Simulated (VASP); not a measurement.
The system is Re3F.

```
Re F
1.0
    -1.82052    1.82052    4.06661
     1.82052   -1.82052    4.06661
     1.82052    1.82052   -4.06661
Re F
3 1
Direct
  0.50000 0.50000 0.00000
  0.25000 0.75000 0.50000
  0.75000 0.25000 0.50000
  0.00000 0.00000 0.00000
```

```yaml
Program: VASP 6.6.1
Task: relaxation of cell and atoms
Functional: PBE
Potentials_or_basis: VASP PAW PBE potentials, release 64 (Re, F)
Cutoff: 600 eV
k_mesh: 6 × 6 × 6
Occupations: gaussian, width 0.1 eV
Spin: no spin polarisation
```

At the start: pressure 15.2 GPa; volume 13.48 Å³/atom.

Question: Where does the relaxation end?

Answer: Over 22 steps the energy falls by 410.7 meV/atom and the volume is 14.04 Å³/atom (+4.2 %); space group Fm-3m (No. 225, to 0.05 Å).

Step by step:
```csv
step,energy change (eV),largest force (eV/Å),pressure (GPa),volume (Å³)
1,0.0000,0.0000,15.17,53.91
2,0.5668,0.0000,-25.44,64.49
3,-0.1274,0.0000,-0.67,56.87
4,-0.1277,0.0000,-0.10,56.75
5,-0.1277,0.0000,0.16,56.69
6,-0.1313,0.0000,0.15,56.69
7,-0.1489,0.0000,0.21,56.70
8,-0.2147,0.0000,0.69,56.67
9,-0.4918,0.0000,2.19,56.40
10,-1.3073,0.0000,7.41,55.03
11,0.9088,0.0000,62.11,48.55
12,-1.4634,0.0000,17.82,53.13
13,-1.5269,0.0000,14.86,53.58
14,-1.5130,0.0000,15.74,53.44
15,-1.5490,0.0000,13.20,53.84
16,-1.6211,0.0000,6.01,55.05
17,-1.6148,0.0000,-6.40,57.52
18,-1.6420,0.0000,-0.18,56.21
19,-1.6420,0.0000,0.07,56.16
20,-1.6421,0.0000,0.11,56.16
21,-1.6424,0.0000,0.11,56.16
22,-1.6427,0.0000,0.12,56.16
```

Final structure:
```
Re F
1.0
    -2.14793    2.14793    3.04298
     2.14793   -2.14793    3.04298
     2.14793    2.14793   -3.04298
Re F
3 1
Direct
  0.50000 0.50000 0.00000
  0.25000 0.75000 0.50000
  0.75000 0.25000 0.50000
  0.00000 0.00000 0.00000
```

Caveat: the k points lie up to 0.34 Å⁻¹ apart in the final cell.
